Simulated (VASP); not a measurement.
# NaCu2 (P6/mmm) in VASP: single point with r2SCAN

Aim: the single point of NaCu2 with r2SCAN.

All numbers are computed with VASP 6.6.1; they aren't measurements. Logs are shortened: lines on timing, memory, paths and dates and some standing lists are left out, and cuts for length are marked.

### 1 The cell of the first run

It takes space group P6/mmm (No. 191, hexagonal). The conventional cell has a = 4.063 Å, b = 4.063 Å, c = 3.831 Å, α = 90.00°, β = 90.00°, γ = 120.00°. Na (site symmetry 6/mmm) has 12 Cu at 3.03 Å and 8 Na at 3.83 to 4.06 Å within 4.1 Å. Within 3.1 Å of Cu (site symmetry -6m2) lie 3 Cu at 2.35 Å and 6 Na at 3.03 Å.

### 2 Single point, r2SCAN

POSCAR reads:

```
NaCu2
1.0
    4.0629411696      0.0000000000      0.0000000000
   -2.0314705848      3.5186102670      0.0000000000
    0.0000000000      0.0000000000      3.8309217385
Na Cu
1 2
Direct
    0.0000000000      0.0000000000      0.0000000000
    0.3333333333      0.6666666667      0.5000000000
    0.6666666667      0.3333333333      0.5000000000
```

INCAR.step1 reads:

```
SYSTEM = NaCu2
ALGO     = Normal         ! electronic algorithm
EDIFF    = 1E-4           ! SCF threshold, eV
ENCUT    = 520            ! plane-wave cutoff, eV
GGA      = PE             ! functional
ISMEAR   = 0              ! smearing method
LASPH    = .TRUE.         ! aspherical terms in the spheres
LCHARG   = .FALSE.        ! write CHGCAR
LREAL    = .FALSE.        ! projectors in reciprocal space
LWAVE    = .TRUE.         ! write WAVECAR
NBANDS   = 22             ! bands
NELM     = 80             ! most SCF steps
PREC     = Accurate       ! precision mode
SIGMA    = 0.1            ! smearing width, eV
```

INCAR.step2 reads:

```
SYSTEM = NaCu2
ALGO     = Normal         ! electronic algorithm
EDIFF    = 1E-7           ! SCF threshold, eV
ENCUT    = 520            ! plane-wave cutoff, eV
ISIF     = 2              ! what is computed and relaxed
ISMEAR   = 0              ! smearing method
ISTART   = 1            
LASPH    = .TRUE.         ! aspherical terms in the spheres
LCHARG   = .FALSE.        ! write CHGCAR
LMIXTAU  = .TRUE.       
LREAL    = .FALSE.        ! projectors in reciprocal space
LWAVE    = .FALSE.        ! write WAVECAR
METAGGA  = R2SCAN         ! meta-GGA
NBANDS   = 22             ! bands
NELM     = 80             ! most SCF steps
PREC     = Accurate       ! precision mode
SIGMA    = 0.1            ! smearing width, eV
```

KPOINTS reads:

```
k-points
0
G
  12 12 12
  0 0 0
```

Potentials or basis: VASP PAW PBE potentials, release 64 (Na_pv, Cu).

The run is started by

```console
> cat potpaw_PBE.64/Na_pv/POTCAR potpaw_PBE.64/Cu/POTCAR > POTCAR
> cp INCAR.step1 INCAR
> mpirun -np 1 vasp_std > vasp.out
> cp INCAR.step2 INCAR
> mpirun -np 1 vasp_std > vasp.out
```

OUTCAR:

```text
SYSTEM = NaCu2
   EDIFF = 1E-7
   ENCUT = 520
   ISIF = 2
   ISMEAR = 0
   ISTART = 1
   LASPH = .TRUE.
   LREAL = .FALSE.
   METAGGA = R2SCAN
   NELM = 80
   PREC = Accurate

 ion  position               nearest neighbor table
   1  0.000  0.000  0.000-
   2  0.333  0.667  0.500-   3 2.35   3 2.35   3 2.35
   3  0.667  0.333  0.500-   2 2.35   2 2.35   2 2.35

  LATTYP: Found a hexagonal cell.
 ALAT       =     4.0629411696
 C/A-ratio  =     0.9428937261

  Lattice vectors:

 A1 = (   4.0629411696,   0.0000000000,   0.0000000000)
 A2 = (  -2.0314705848,   3.5186102670,   0.0000000000)
 A3 = (   0.0000000000,   0.0000000000,   3.8309217385)

Analysis of symmetry for initial positions (statically):
=====================================================================
 Subroutine PRICEL returns:
 Original cell was already a primitive cell.

 Routine SETGRP: Setting up the symmetry group for a
 hexagonal supercell.

 Subroutine GETGRP returns: Found 24 space group operations
 (whereof 24 operations were pure point group operations)
 out of a pool of 24 trial point group operations.

The static configuration has the point symmetry D_6h.

Analysis of symmetry for dynamics (positions and initial velocities):
=====================================================================
 Subroutine PRICEL returns:
 Original cell was already a primitive cell.

 Routine SETGRP: Setting up the symmetry group for a
 hexagonal supercell.

 Subroutine GETGRP returns: Found 24 space group operations
 (whereof 24 operations were pure point group operations)
 out of a pool of 24 trial point group operations.

The dynamic configuration has the point symmetry D_6h.

 Subroutine INISYM returns: Found 24 space group operations
 (whereof 24 operations are pure point group operations),
 and found     1 'primitive' translations

----------------------------------------------------------------------------------------

                                     Primitive cell

  volume of cell :      54.7665

  direct lattice vectors                    reciprocal lattice vectors
     4.062941170  0.000000000  0.000000000     0.246127118  0.142101558  0.000000000
    -2.031470585  3.518610267  0.000000000     0.000000000  0.284203115  0.000000000
     0.000000000  0.000000000  3.830921738     0.000000000  0.000000000  0.261033785

  length of vectors
     4.062941170  4.062941170  3.830921738     0.284203115  0.284203115  0.261033785

  position of ions in fractional coordinates (direct lattice)
     0.000000000  0.000000000  0.000000000
     0.333333333  0.666666667  0.500000000
     0.666666667  0.333333333  0.500000000

  ion indices of the primitive-cell ions
   primitive index   ion index
                 1           1
                 2           2
                 3           3

----------------------------------------------------------------------------------------

 KPOINTS: k-points

Automatic generation of k-mesh.
 Grid dimensions read from file:
 generate k-points for:   12   12   12

 Generating k-lattice:

  Cartesian coordinates                     Fractional coordinates (reciprocal lattice)
     0.020510593  0.011841796  0.000000000     0.083333333  0.000000000  0.000000000
     0.000000000  0.023683593  0.000000000     0.000000000  0.083333333  0.000000000
     0.000000000  0.000000000  0.021752815     0.000000000  0.000000000  0.083333333

  Length of vectors
     0.023683593  0.023683593  0.021752815

  Shift w.r.t. Gamma in fractional coordinates (k-lattice)
     0.000000000  0.000000000  0.000000000

 Subroutine IBZKPT returns following result:
 ===========================================

 Found    133 irreducible k-points:

 Following reciprocal coordinates:
            Coordinates               Weight
  0.000000  0.000000  0.000000      1.000000
  0.083333  0.000000  0.000000      6.000000
  0.166667 -0.000000  0.000000      6.000000
  0.250000  0.000000  0.000000      6.000000
  0.333333  0.000000  0.000000      6.000000
  0.416667 -0.000000  0.000000      6.000000
[... 16 lines left out ...]
  0.250000  0.000000  0.083333     12.000000
  0.333333  0.000000  0.083333     12.000000
 [... further k-points ...]
   k-points           NKPTS =    133   k-points in BZ     NKDIM =    133   number of bands    NBANDS=     22
   number of dos      NEDOS =    301   number of ions     NIONS =      3
   total plane-waves  NPLWV =  25200
   dimension x,y,z NGX =    30 NGY =   30 NGZ =   28
   dimension x,y,z NGXF=    60 NGYF=   60 NGZF=   56
   ions per type =               1   2
   NGX,Y,Z   is equivalent  to a cutoff of  12.28, 12.28, 12.15 a.u.
   NGXF,Y,Z  is equivalent  to a cutoff of  24.55, 24.55, 24.30 a.u.
 SYSTEM =  NaCu2
   PREC   = accura    normal or accurate (medium, high low for compatibility)
   ISTART =      1    job   : 0-new  1-cont  2-samecut
   ICHARG =      0    charge: 1-file 2-atom 10-const
   ISPIN  =      1    spin polarized calculation?
   LNONCOLLINEAR =      F non collinear calculations
   LSORBIT =      F    spin-orbit coupling
   LASPH  =      T    aspherical Exc in radial PAW
   ENCUT  =  520.0 eV  38.22 Ry    6.18 a.u.   7.55  7.55  7.12*2*pi/ulx,y,z
   NELM   =     80;   NELMIN=  2; NELMDL=  0     # of ELM steps
   EDIFF  = 0.1E-06   stopping-criterion for ELM
   LREAL  =      F    real-space projection
   EDIFFG = 0.1E-05   stopping-criterion for IOM
   NSW    =      0    number of steps for IOM
   IBRION =     -1    ionic relax: 0-MD 1-quasi-New 2-CG
   NFREE  =      0    steps in history (QN), initial steepest desc. (CG)
   ISIF   =      2    stress and relaxation
   ISYM   =      2    0-nonsym 1-usesym 2-fastsym
   POTIM  = 0.5000    time-step for ionic-motion
   TEBEG  =    0.0;   TEEND  =   0.0 temperature during run
   PSTRESS=    0.0 pullay stress
   NELECT =      29.0000    total number of electrons
   NUPDOWN=      -1.0000    fix difference up-down
   EMIN   =  10.00;   EMAX   =-10.00  energy-range for DOS
   EFERMI =   0.00;   METHOD = LEGACY
   ISMEAR =     0;   SIGMA  =   0.10  broadening in eV -4-tet -1-fermi 0-gaus
   EFERMI_NEDOS =   21; number of points for ismear=-14 and -15
   IALGO  =     38    algorithm
   IMIX   =      4    mixing-type and parameters
     AMIX     =   0.40;   BMIX     =  1.00
     AMIX_MAG =   1.60;   BMIX_MAG =  1.00
  volume/ion in A,a.u.               =      18.26       123.19
  Fermi-wavevector in a.u.,A,eV,Ry     =   1.324451  2.502849 23.866932  1.754170
  Thomas-Fermi vector in A             =   2.453984
   LORBIT       =      0    0 simple, 1 ext, 2 COOP (PROOUT), +10 PAW based schemes
   METAGGA = R2SCAN    functional components
   LHFCALC =     F    Hartree Fock is set to
   AEXX    =    0.0000 exact exchange contribution
   IVDW    =     0    specifies the selected vdW correction
   LEPSILON=     F    determine dielectric tensor
   LRPA    =     F    only Hartree local field effects (RPA)
 non-spin polarized calculation
 Gauss-broadening in eV      SIGMA  =   0.10
  energy-cutoff  :      520.00
  volume of cell :       54.77
 maximum number of plane-waves:      1494
   NGX = 15   NGY = 15   NGZ = 15

 number of electron      28.9999991 magnetization

 Free energy of the ion-electron system (eV)
  ---------------------------------------------------
  ext. energy  EPLUGINS =         0.00000000
  ---------------------------------------------------
  free energy    TOTEN  =       -24.02925432 eV

  energy without entropy =      -24.02577551  energy(sigma->0) =      -24.02751491

 E-fermi :   2.9890     XC(G=0): -10.2281

 val. band max:        2.9480490555   @ k =   0.2500   0.2500   0.2500
 cond. band min:       2.9976454952   @ k =   0.3333   0.2500   0.0000
 fundamental gap:      0.0495964397
 Fermi energy:         2.9890081024

 k-point     1 :       0.0000    0.0000    0.0000
  band No.  band energies     occupation
      1     -21.6668      2.00000
      2     -21.6664      2.00000
      3     -21.6443      2.00000
      4      -3.4749      2.00000
      5      -0.2062      2.00000
      6       0.0778      2.00000
[... 14 lines left out ...]
     21      11.2080      0.00000
     22      13.5366      0.00000

 k-point     2 :       0.0833    0.0000    0.0000
  band No.  band energies     occupation
      1     -21.6675      2.00000
      2     -21.6669      2.00000
      3     -21.6442      2.00000
      4      -3.3839      2.00000
      5      -0.1941      2.00000
      6      -0.0273      2.00000
[... 14 lines left out ...]
     21      11.9996      0.00000
     22      14.1517      0.00000

 k-point     3 :       0.1667   -0.0000    0.0000
  band No.  band energies     occupation
      1     -21.6699      2.00000
      2     -21.6674      2.00000
      3     -21.6439      2.00000
      4      -3.1143      2.00000
      5      -0.2323      2.00000
      6      -0.1376      2.00000
[... 14 lines left out ...]
     21      13.4093      0.00000
     22      15.6262      0.00000

 k-point     4 :       0.2500    0.0000    0.0000
  band No.  band energies     occupation
      1     -21.6734      2.00000
      2     -21.6682      2.00000
      3     -21.6436      2.00000
      4      -2.6777      2.00000
      5      -0.3868      2.00000
      6      -0.2314      2.00000
[... 14 lines left out ...]
     21      14.6710      0.00000
     22      14.8186      0.00000

 k-point     5 :       0.3333    0.0000    0.0000
  band No.  band energies     occupation
      1     -21.6768      2.00000
      2     -21.6690      2.00000
      3     -21.6432      2.00000
      4      -2.1036      2.00000
      5      -0.5242      2.00000
      6      -0.2978      2.00000
[... 14 lines left out ...]
     21      15.0958      0.00000
     22      15.4643      0.00000

 k-point     6 :       0.4167   -0.0000    0.0000
  band No.  band energies     occupation
      1     -21.6792      2.00000
      2     -21.6696      2.00000
      3     -21.6429      2.00000
      4      -1.4802      2.00000
      5      -0.6159      2.00000
      6      -0.3374      2.00000
[... 14 lines left out ...]
     21      14.1370      0.00000
     22      16.9797      0.00000

 k-point     7 :       0.5000    0.0000    0.0000
  band No.  band energies     occupation
      1     -21.6802      2.00000
      2     -21.6698      2.00000
      3     -21.6429      2.00000
      4      -1.1321      2.00000
      5      -0.6485      2.00000
      6      -0.3505      2.00000
[... 324 lines left out ...]
      6       0.0771      2.00000
[... 14 lines left out ...]
     21      11.2552      0.00000
     22      13.6860      0.00000

 k-point    21 :       0.0833    0.0000    0.0833
  band No.  band energies     occupation
      1     -21.6673      2.00000
      2     -21.6667      2.00000
      3     -21.6454      2.00000
      4      -3.3240      2.00000
      5      -0.1806      2.00000
      6      -0.0260      2.00000
[... 14 lines left out ...]
     21      12.0720      0.00000
     22      14.2607      0.00000

 k-point    22 :       0.1667   -0.0000    0.0833
  band No.  band energies     occupation
      1     -21.6698      2.00000
      2     -21.6673      2.00000
      3     -21.6451      2.00000
      4      -3.0553      2.00000
      5      -0.2285      2.00000
      6      -0.1368      2.00000
[... 14 lines left out ...]
     21      13.4194      0.00000
     22      15.3262      0.00000

 k-point    23 :       0.2500    0.0000    0.0833
  band No.  band energies     occupation
      1     -21.6732      2.00000
      2     -21.6681      2.00000
      3     -21.6448      2.00000
      4      -2.6206      2.00000
      5      -0.3846      2.00000
      6      -0.2306      2.00000
[... 14 lines left out ...]
     21      14.0639      0.00000
     22      15.1435      0.00000

 k-point    24 :       0.3333    0.0000    0.0833
  band No.  band energies     occupation
      1     -21.6766      2.00000
      2     -21.6689      2.00000
      3     -21.6444      2.00000
      4      -2.0501      2.00000
      5      -0.5216      2.00000
      6      -0.2971      2.00000
[... 14 lines left out ...]
     21      15.5229      0.00000
     22      16.0773      0.00000

 [... further k-points ...]

------------------------ aborting loop because EDIFF is reached ----------------------------------------

  FORCE on cell =-STRESS in cart. coord.  units (eV):
  Direction    XX          YY          ZZ          XY          YZ          ZX
  --------------------------------------------------------------------------------------
  -------------------------------------------------------------------------------------
  Total        0.0464204      0.0464204      0.0165612     -0.0000000     -0.0000000     -0.0000000
  in kB        1.3580139      1.3580139      0.4844926     -0.0000000     -0.0000000     -0.0000000
  external PRESSURE =       1.0668401 kB  Pullay stress =       0.0000000 kB

 VOLUME and BASIS-vectors are now :
 -----------------------------------------------------------------------------
  energy-cutoff  :      520.00
  volume of cell :       54.77
      direct lattice vectors                 reciprocal lattice vectors
     4.062941170  0.000000000  0.000000000     0.246127118  0.142101558  0.000000000
    -2.031470585  3.518610267  0.000000000     0.000000000  0.284203115  0.000000000
     0.000000000  0.000000000  3.830921738     0.000000000  0.000000000  0.261033785

 POSITION                                       TOTAL-FORCE (eV/Angst)
 -----------------------------------------------------------------------------------
      0.00000      0.00000      0.00000        -0.000000     -0.000000      0.000000
     -0.00000      2.34574      1.91546         0.000000      0.000000      0.000000
      2.03147      1.17287      1.91546        -0.000000     -0.000000      0.000000
 -----------------------------------------------------------------------------------
    total drift:                                0.000000      0.000000      0.000000

  FREE ENERGIE OF THE ION-ELECTRON SYSTEM (eV)
  ---------------------------------------------------
  free  energy   TOTEN  =       -24.0292543169 eV

  energy  without entropy=      -24.0257755056  energy(sigma->0) =      -24.02751491
```

Wall time 11 min (1 thread of AMD EPYC 7R43 (Zen 3), shared host); peak memory 0.24 GiB.

What came out:

```
Free energy            : -24.0293 eV
Pressure               : 0.1 GPa
Band gap on the k mesh : zero (an odd number of electrons rules out a gap without spin polarisation)
```

Levels at points of the mesh, in eV from the Fermi level:
| k point | band 12 | band 13 | band 14 | band 15 | band 16 | band 17 | band 18 | band 19 |
| --- | --- | --- | --- | --- | --- | --- | --- | --- |
| (0.00, 0.00, 0.00) | -2.06 | -1.95 | -1.95 | 3.87 | 5.35 | 5.35 | 7.16 | 8.14 |
| (0.50, 0.00, 0.00) | -2.22 | -1.81 | -1.71 | -1.09 | 2.55 | 5.90 | 6.42 | 8.79 |
| (0.00, 0.00, 0.50) | -1.99 | -1.99 | -1.85 | -1.84 | 6.86 | 6.86 | 9.26 | 9.26 |
| (0.50, 0.00, 0.50) | -1.83 | -1.70 | -1.06 | -0.64 | 1.14 | 2.97 | 3.54 | 7.93 |

Caveat: the PAW data sets were made with another functional, which shifts forces and pressure a little.
